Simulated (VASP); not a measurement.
# CdTe (F-43m) in VASP: a series of runs

Runs on CdTe. Level: PBE. Tasks: electric field gradients.

All numbers are computed with VASP 6.6.1; they aren't measurements. Logs are shortened: lines on timing, memory, paths and dates and some standing lists are left out, and cuts for length are marked.

### Step 1. The cell of the first run

Symmetry: F-43m, No. 216, cubic system. Conventional cell: a = 5.553 Å, b = 5.553 Å, c = 5.553 Å, α = 90.00°, β = 90.00°, γ = 90.00°. Cd (site symmetry -43m) has 4 Te at 2.40 Å within 3.2 Å. Te (site symmetry -43m) has 4 Cd at 2.40 Å within 3.2 Å.

### Step 2. Electric field gradients, PBE (volume scaled by 0.65)

Input file INCAR:

```
SYSTEM = CdTe
PREC = Accurate
ENCUT = 520
EDIFF = 1E-8
ISMEAR = -1
SIGMA = 0.05
LREAL = .FALSE.
LASPH = .TRUE.
NELM = 60
ALGO = Normal
ISIF = 2
LWAVE = .FALSE.
LCHARG = .FALSE.
GGA = PE
LEFG = .TRUE.
NBANDS = 16
```

Input file KPOINTS:

```
regular mesh
0
G
  10 10 10
  0 0 0
```

Input file POSCAR:

```
CdTe
1.0
    0.0000000000      2.7762963326      2.7762963326
    2.7762963326      0.0000000000      2.7762963326
    2.7762963326      2.7762963326      0.0000000000
Cd Te
1 1
Direct
    0.0000000000      0.0000000000      0.0000000000
    0.2500000000      0.2500000000      0.2500000000
```

Potentials or basis: VASP PAW PBE potentials, release 64 (Cd, Te).

Launch:

```
$ cat potpaw_PBE.64/Cd/POTCAR potpaw_PBE.64/Te/POTCAR > POTCAR
$ mpirun -np 1 vasp_std > vasp.out
```

OUTCAR:

```text
SYSTEM = CdTe
   PREC = Accurate
   ENCUT = 520
   EDIFF = 1E-8
   ISMEAR = -1
   LREAL = .FALSE.
   LASPH = .TRUE.
   NELM = 60
   ISIF = 2
   GGA = PE

 ion  position               nearest neighbor table
   1  0.000  0.000  0.000-   2 2.40   2 2.40   2 2.40   2 2.40
   2  0.250  0.250  0.250-   1 2.40   1 2.40   1 2.40   1 2.40

  LATTYP: Found a face centered cubic cell.
 ALAT       =     5.5525926652

  Lattice vectors:

 A1 = (   0.0000000000,   2.7762963326,   2.7762963326)
 A2 = (   2.7762963326,   0.0000000000,   2.7762963326)
 A3 = (   2.7762963326,   2.7762963326,   0.0000000000)

Analysis of symmetry for initial positions (statically):
=====================================================================
 Subroutine PRICEL returns:
 Original cell was already a primitive cell.

 Routine SETGRP: Setting up the symmetry group for a
 face centered cubic supercell.

 Subroutine GETGRP returns: Found 24 space group operations
 (whereof 24 operations were pure point group operations)
 out of a pool of 48 trial point group operations.

The static configuration has the point symmetry T_d .

Analysis of symmetry for dynamics (positions and initial velocities):
=====================================================================
 Subroutine PRICEL returns:
 Original cell was already a primitive cell.

 Routine SETGRP: Setting up the symmetry group for a
 face centered cubic supercell.

 Subroutine GETGRP returns: Found 24 space group operations
 (whereof 24 operations were pure point group operations)
 out of a pool of 48 trial point group operations.

The dynamic configuration has the point symmetry T_d .

 Subroutine INISYM returns: Found 24 space group operations
 (whereof 24 operations are pure point group operations),
 and found     1 'primitive' translations

----------------------------------------------------------------------------------------

                                     Primitive cell

  volume of cell :      42.7984

  direct lattice vectors                    reciprocal lattice vectors
     0.000000000  2.776296333  2.776296333    -0.180096049  0.180096049  0.180096049
     2.776296333  0.000000000  2.776296333     0.180096049 -0.180096049  0.180096049
     2.776296333  2.776296333  0.000000000     0.180096049  0.180096049 -0.180096049

  length of vectors
     3.926275927  3.926275927  3.926275927     0.311935507  0.311935507  0.311935507

  position of ions in fractional coordinates (direct lattice)
     0.000000000  0.000000000  0.000000000
     0.250000000  0.250000000  0.250000000

  ion indices of the primitive-cell ions
   primitive index   ion index
                 1           1
                 2           2

----------------------------------------------------------------------------------------

 KPOINTS: regular mesh

Automatic generation of k-mesh.
 Grid dimensions read from file:
 generate k-points for:   10   10   10

 Generating k-lattice:

  Cartesian coordinates                     Fractional coordinates (reciprocal lattice)
    -0.018009605  0.018009605  0.018009605     0.100000000  0.000000000  0.000000000
     0.018009605 -0.018009605  0.018009605     0.000000000  0.100000000  0.000000000
     0.018009605  0.018009605 -0.018009605     0.000000000  0.000000000  0.100000000

  Length of vectors
     0.031193551  0.031193551  0.031193551

  Shift w.r.t. Gamma in fractional coordinates (k-lattice)
     0.000000000  0.000000000  0.000000000

 Subroutine IBZKPT returns following result:
 ===========================================

 Found     47 irreducible k-points:

 Following reciprocal coordinates:
            Coordinates               Weight
  0.000000  0.000000  0.000000      1.000000
  0.100000  0.000000  0.000000      8.000000
  0.200000  0.000000  0.000000      8.000000
  0.300000  0.000000  0.000000      8.000000
  0.400000  0.000000  0.000000      8.000000
  0.500000  0.000000  0.000000      4.000000
[... 16 lines left out ...]
  0.300000  0.300000  0.000000      6.000000
  0.400000  0.300000  0.000000     24.000000
 [... further k-points ...]
   k-points           NKPTS =     47   k-points in BZ     NKDIM =     47   number of bands    NBANDS=     16
   number of dos      NEDOS =    301   number of ions     NIONS =      2
   total plane-waves  NPLWV =  27000
   dimension x,y,z NGX =    30 NGY =   30 NGZ =   30
   dimension x,y,z NGXF=    60 NGYF=   60 NGZF=   60
   ions per type =               1   1
   NGX,Y,Z   is equivalent  to a cutoff of  12.70, 12.70, 12.70 a.u.
   NGXF,Y,Z  is equivalent  to a cutoff of  25.41, 25.41, 25.41 a.u.
 SYSTEM =  CdTe
   PREC   = accura    normal or accurate (medium, high low for compatibility)
   ISTART =      0    job   : 0-new  1-cont  2-samecut
   ICHARG =      2    charge: 1-file 2-atom 10-const
   ISPIN  =      1    spin polarized calculation?
   LNONCOLLINEAR =      F non collinear calculations
   LSORBIT =      F    spin-orbit coupling
   LASPH  =      T    aspherical Exc in radial PAW
   ENCUT  =  520.0 eV  38.22 Ry    6.18 a.u.   7.30  7.30  7.30*2*pi/ulx,y,z
   NELM   =     60;   NELMIN=  2; NELMDL= -5     # of ELM steps
   EDIFF  = 0.1E-07   stopping-criterion for ELM
   LREAL  =      F    real-space projection
   EDIFFG = 0.1E-06   stopping-criterion for IOM
   NSW    =      0    number of steps for IOM
   IBRION =     -1    ionic relax: 0-MD 1-quasi-New 2-CG
   NFREE  =      0    steps in history (QN), initial steepest desc. (CG)
   ISIF   =      2    stress and relaxation
   ISYM   =      2    0-nonsym 1-usesym 2-fastsym
   POTIM  = 0.5000    time-step for ionic-motion
   TEBEG  =    0.0;   TEEND  =   0.0 temperature during run
   PSTRESS=    0.0 pullay stress
   NELECT =      18.0000    total number of electrons
   NUPDOWN=      -1.0000    fix difference up-down
   EMIN   =  10.00;   EMAX   =-10.00  energy-range for DOS
   EFERMI =   0.00;   METHOD = LEGACY
   ISMEAR =    -1;   SIGMA  =   0.05  broadening in eV -4-tet -1-fermi 0-gaus
   EFERMI_NEDOS =   21; number of points for ismear=-14 and -15
   IALGO  =     38    algorithm
   IMIX   =      4    mixing-type and parameters
     AMIX     =   0.40;   BMIX     =  1.00
     AMIX_MAG =   1.60;   BMIX_MAG =  1.00
  volume/ion in A,a.u.               =      21.40       144.41
  Fermi-wavevector in a.u.,A,eV,Ry     =   1.226563  2.317868 20.469376  1.504457
  Thomas-Fermi vector in A             =   2.361559
   LORBIT       =      0    0 simple, 1 ext, 2 COOP (PROOUT), +10 PAW based schemes
   GGA     = PE    functional components
   LHFCALC =     F    Hartree Fock is set to
   AEXX    =    0.0000 exact exchange contribution
   IVDW    =     0    specifies the selected vdW correction
   LEPSILON=     F    determine dielectric tensor
   LRPA    =     F    only Hartree local field effects (RPA)
 non-spin polarized calculation
  energy-cutoff  :      520.00
  volume of cell :       42.80
 maximum number of plane-waves:      1179
 NGX is ok and might be reduce to    30
   NGX = 15   NGY = 15   NGZ = 15

 number of electron      18.0000002 magnetization

 Free energy of the ion-electron system (eV)
  ---------------------------------------------------
  ext. energy  EPLUGINS =         0.00000000
  ---------------------------------------------------
  free energy    TOTEN  =        -1.11934382 eV

  energy without entropy =       -1.11934372  energy(sigma->0) =       -1.11934377

 E-fermi :   8.6848     XC(G=0): -10.8191

 val. band max:        8.1198506258   @ k =   0.0000   0.0000   0.0000
 cond. band min:       9.2667014724   @ k =   0.5000   0.5000   0.0000
 fundamental gap:      1.1468508466
 Fermi energy:         8.6848382442

 k-point     1 :       0.0000    0.0000    0.0000
  band No.  band energies     occupation
      1      -7.0554      2.00000
      2      -3.1931      2.00000
      3      -3.1931      2.00000
      4      -3.1931      2.00000
      5      -2.4290      2.00000
      6      -2.4290      2.00000
[... 8 lines left out ...]
     15      17.6777      0.00000
     16      17.6777      0.00000

 k-point     2 :       0.1000    0.0000    0.0000
  band No.  band energies     occupation
      1      -6.9646      2.00000
      2      -3.1710      2.00000
      3      -3.1710      2.00000
      4      -3.1645      2.00000
      5      -2.4334      2.00000
      6      -2.4334      2.00000
[... 8 lines left out ...]
     15      16.7533      0.00000
     16      16.7533      0.00000

 k-point     3 :       0.2000    0.0000    0.0000
  band No.  band energies     occupation
      1      -6.7221      2.00000
      2      -3.1167      2.00000
      3      -3.1167      2.00000
      4      -3.0410      2.00000
      5      -2.4399      2.00000
      6      -2.4399      2.00000
[... 8 lines left out ...]
     15      16.2944      0.00000
     16      16.2944      0.00000

 k-point     4 :       0.3000    0.0000    0.0000
  band No.  band energies     occupation
      1      -6.4191      2.00000
      2      -3.0590      2.00000
      3      -3.0590      2.00000
      4      -2.7195      2.00000
      5      -2.4343      2.00000
      6      -2.4343      2.00000
[... 8 lines left out ...]
     15      16.8288      0.00000
     16      16.8288      0.00000

 k-point     5 :       0.4000    0.0000    0.0000
  band No.  band energies     occupation
      1      -6.1814      2.00000
      2      -3.0231      2.00000
      3      -3.0231      2.00000
      4      -2.4153      2.00000
      5      -2.4153      2.00000
      6      -2.1051      2.00000
[... 8 lines left out ...]
     15      18.0974      0.00000
     16      18.0974      0.00000

 k-point     6 :       0.5000    0.0000    0.0000
  band No.  band energies     occupation
      1      -6.0951      2.00000
      2      -3.0124      2.00000
      3      -3.0124      2.00000
      4      -2.4041      2.00000
      5      -2.4041      2.00000
      6      -1.5314      2.00000
[... 8 lines left out ...]
     15      19.1443      0.00000
     16      19.1443      0.00000
[... 267 lines left out ...]
 k-point    21 :      -0.3000    0.2000    0.0000
  band No.  band energies     occupation
      1      -6.0972      2.00000
      2      -2.9873      2.00000
      3      -2.9537      2.00000
      4      -2.5249      2.00000
      5      -2.4691      2.00000
      6      -1.9893      2.00000
[... 8 lines left out ...]
     15      18.2661      0.00000
     16      19.4146      0.00000

 k-point    22 :      -0.2000    0.2000    0.0000
  band No.  band energies     occupation
      1      -6.3175      2.00000
      2      -3.0227      2.00000
      3      -3.0120      2.00000
      4      -2.7227      2.00000
      5      -2.4812      2.00000
      6      -2.3259      2.00000
[... 8 lines left out ...]
     15      18.5946      0.00000
     16      19.4218      0.00000

 k-point    23 :       0.3000    0.3000    0.0000
  band No.  band energies     occupation
      1      -6.2141      2.00000
      2      -3.0099      2.00000
      3      -2.8729      2.00000
      4      -2.8729      2.00000
      5      -2.3779      2.00000
      6      -2.3307      2.00000
[... 8 lines left out ...]
     15      18.7744      0.00000
     16      20.9881      0.00000

 k-point    24 :       0.4000    0.3000    0.0000
  band No.  band energies     occupation
      1      -6.0325      2.00000
      2      -2.9795      2.00000
      3      -2.8047      2.00000
      4      -2.7713      2.00000
      5      -2.3710      2.00000
      6      -2.0336      2.00000
[... 8 lines left out ...]
     15      19.4430      0.00000
     16      20.8244      0.00000

 [... further k-points ...]

------------------------ aborting loop because EDIFF is reached ----------------------------------------

  FORCE on cell =-STRESS in cart. coord.  units (eV):
  Direction    XX          YY          ZZ          XY          YZ          ZX
  --------------------------------------------------------------------------------------
  -------------------------------------------------------------------------------------
  Total       17.5464909     17.5464909     17.5464909     -0.0000000     -0.0000000     -0.0000000
  in kB      656.8608880    656.8608880    656.8608880     -0.0000000     -0.0000000     -0.0000000
  external PRESSURE =     656.8608880 kB  Pullay stress =       0.0000000 kB

 VOLUME and BASIS-vectors are now :
 -----------------------------------------------------------------------------
  energy-cutoff  :      520.00
  volume of cell :       42.80
      direct lattice vectors                 reciprocal lattice vectors
     0.000000000  2.776296333  2.776296333    -0.180096049  0.180096049  0.180096049
     2.776296333  0.000000000  2.776296333     0.180096049 -0.180096049  0.180096049
     2.776296333  2.776296333  0.000000000     0.180096049  0.180096049 -0.180096049

 POSITION                                       TOTAL-FORCE (eV/Angst)
 -----------------------------------------------------------------------------------
      0.00000      0.00000      0.00000        -0.000000     -0.000000     -0.000000
      1.38815      1.38815      1.38815         0.000000      0.000000      0.000000
 -----------------------------------------------------------------------------------
    total drift:                                0.000000      0.000000      0.000000

  FREE ENERGIE OF THE ION-ELECTRON SYSTEM (eV)
  ---------------------------------------------------
  free  energy   TOTEN  =        -1.1193438178 eV

  energy  without entropy=       -1.1193437169  energy(sigma->0) =       -1.11934377

 Electric field gradients (V/A^2)
---------------------------------------------------------------------
 ion       V_xx      V_yy      V_zz      V_xy      V_xz      V_yz
---------------------------------------------------------------------
   1      -0.000     0.000     0.000     0.001     0.001     0.001
   2       0.000     0.000     0.000    -0.000    -0.000    -0.000
---------------------------------------------------------------------

 Electric field gradients after diagonalization (V/A^2)
 (convention: |V_zz| > |V_xx| > |V_yy|)
----------------------------------------------------------------------
 ion       V_xx      V_yy      V_zz     asymmetry (V_yy - V_xx)/ V_zz
----------------------------------------------------------------------
   1      -0.001    -0.001     0.002       0.000
   2       0.000     0.000    -0.000       0.000
----------------------------------------------------------------------

           NMR quadrupolar parameters

 Cq : quadrupolar parameter    Cq=e*Q*V_zz/h
 eta: asymmetry parameters     (V_yy - V_xx)/ V_zz
 Q  : nuclear electric quadrupole moment in mb (millibarn)
----------------------------------------------------------------------
 ion       Cq(MHz)       eta       Q (mb)
----------------------------------------------------------------------
   1       0.000       0.000       1.000
   2      -0.000       0.000       1.000
----------------------------------------------------------------------
```

It took 43 s on 1 thread of Intel Xeon Platinum 8488C (Sapphire Rapids), shared host; peak memory 0.19 GiB.

What came out:

| Item | Value |
| --- | --- |
| Free energy | -1.1193 eV |
| Pressure | 65.7 GPa |
| Band gap on the k mesh | 1.15 eV, indirect (least direct gap 2.15 eV) |

Caveat: without QUAD_EFG the Cq values of the log hold for a quadrupole moment of 1 mb, not for the nuclei; spin-orbit coupling is left out, which moves the levels of the heavy elements. A k mesh can miss the band edges.

[end of part 1 of 3]
